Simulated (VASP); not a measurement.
Input of a VASP 6.6.1 run:

The input INCAR:

```
SYSTEM = Si
  PREC = Accurate
  ENCUT = 520
  EDIFF = 1E-6
  ISMEAR = 0
  SIGMA = 0.05
  LREAL = Auto
  LASPH = .True.
  NELM = 100
  ALGO = Normal
  ISIF = 2
  LWAVE = .False.
  LCHARG = .False.
  GGA = PE
  IVDW = 12
  IBRION = 2
  NSW = 80
  EDIFFG = -0.03
```

Contents of KPOINTS:

```
regular mesh
0
Gamma
  2 2 2
  0 0 0
```

POSCAR

```
Si
1.0
    0.0000000000      5.4300000000      5.4300000000
    5.4300000000      0.0000000000      5.4300000000
    5.4300000000      5.4300000000      0.0000000000
Si
17
Direct
    0.0000000000      0.0000000000      0.0000000000
    0.1250000000      0.1250000000      0.1250000000
    0.0000000000      0.0000000000      0.5000000000
    0.1250000000      0.1250000000      0.6250000000
    0.0000000000      0.5000000000      0.0000000000
    0.1250000000      0.6250000000      0.1250000000
    0.0000000000      0.5000000000      0.5000000000
    0.1250000000      0.6250000000      0.6250000000
    0.5000000000      0.0000000000      0.0000000000
    0.6250000000      0.1250000000      0.1250000000
    0.5000000000      0.0000000000      0.5000000000
    0.6250000000      0.1250000000      0.6250000000
    0.5000000000      0.5000000000      0.0000000000
    0.6250000000      0.6250000000      0.1250000000
    0.5000000000      0.5000000000      0.5000000000
    0.6250000000      0.6250000000      0.6250000000
    0.8065503000      0.8208075000      0.5605185000
```

Potentials or basis: VASP PAW PBE potentials, release 64 (Si).

Run with:

```bash
$ cat potpaw_PBE.64/Si/POTCAR > POTCAR
$ mpirun -np 1 vasp_std > vasp.out
```

Problem. Predict the band gap on the k mesh.

Solution. 0.01 eV.

Problem. What does it give for the energy gained by relaxing?

Solution. 57.5 meV/atom.

The path:
```csv
step,energy change (eV),largest force (eV/Å),pressure (GPa)
1,0.0000,2.6623,4.73
2,-0.7024,0.7269,3.36
3,-0.7033,0.7169,3.38
4,-0.7852,0.4107,3.20
5,-0.7876,0.4127,3.17
6,-0.8197,0.2664,3.09
7,-0.8268,0.2405,3.05
8,-0.8564,0.2159,2.97
9,-0.9114,0.3604,2.73
10,-0.8817,0.7861,2.21
11,-0.9211,0.5237,2.56
12,-0.9383,0.4514,2.46
13,-0.9694,0.2239,2.15
14,-0.9423,0.4279,1.51
15,-0.9738,0.1078,1.98
16,-0.9761,0.0526,1.96
17,-0.9766,0.0461,1.95
18,-0.9769,0.0373,1.95
19,-0.9773,0.0209,1.94
```

Caveat: the k points lie up to 0.50 Å⁻¹ apart; the smearing spreads over this small gap; semilocal functionals underestimate gaps, and a narrow one can read as zero.
